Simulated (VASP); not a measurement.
The system is C.

```
CELL_PARAMETERS angstrom
2.12000 0.00000 0.00000
-1.06000 1.83597 0.00000
0.00000 0.00000 3.46196
ATOMIC_POSITIONS crystal
C 0.33333 0.66667 0.25000
C 0.66667 0.33333 0.75000
```

* Program: VASP 6.6.1
* Task: relaxation of cell and atoms
* Functional: PBE
* Potentials or basis: VASP PAW PBE potentials, release 64 (C)
* Cutoff: 600 eV
* k mesh: 11 × 11 × 6
* Occupations: gaussian, width 0.02 eV
* Spin: no spin polarisation

At the start: pressure 4.6 GPa; volume 6.74 Å³/atom.

Q: Where does the relaxation end?

A: Over 12 steps the energy falls by 21.0 meV/atom and the volume is 6.96 Å³/atom (+3.3 %); space group P6_3/mmc (No. 194, to 0.05 Å).

The path:
| step | energy change (eV) | largest force (eV/Å) | pressure (GPa) | volume (Å³) |
| --- | --- | --- | --- | --- |
| 1 | 0.0000 | 0.0000 | 4.61 | 13.47 |
| 2 | -0.0287 | 0.0000 | 0.87 | 13.85 |
| 3 | -0.0349 | 0.0000 | -4.20 | 14.36 |
| 4 | -0.0374 | 0.0000 | -3.76 | 14.28 |
| 5 | -0.0362 | 0.0000 | -1.69 | 14.07 |
| 6 | -0.0385 | 0.0000 | -2.73 | 14.17 |
| 7 | -0.0385 | 0.0000 | -3.03 | 14.20 |
| 8 | -0.0407 | 0.0000 | -0.17 | 13.96 |
| 9 | -0.0411 | 0.0000 | -1.33 | 14.02 |
| 10 | -0.0411 | 0.0000 | -1.52 | 14.04 |
| 11 | -0.0419 | 0.0000 | 0.45 | 13.88 |
| 12 | -0.0420 | 0.0000 | -0.03 | 13.91 |

Final structure:
```yaml
crystal:
  lattice:
    - [2.09358, 0.00000, 0.00000]
    - [-1.04679, 1.81309, 0.00000]
    - [0.00000, 0.00000, 3.66536]
  atoms:
    - { symbol: C, position: [0.33333, 0.66667, 0.25000] }
    - { symbol: C, position: [0.66667, 0.33333, 0.75000] }
```
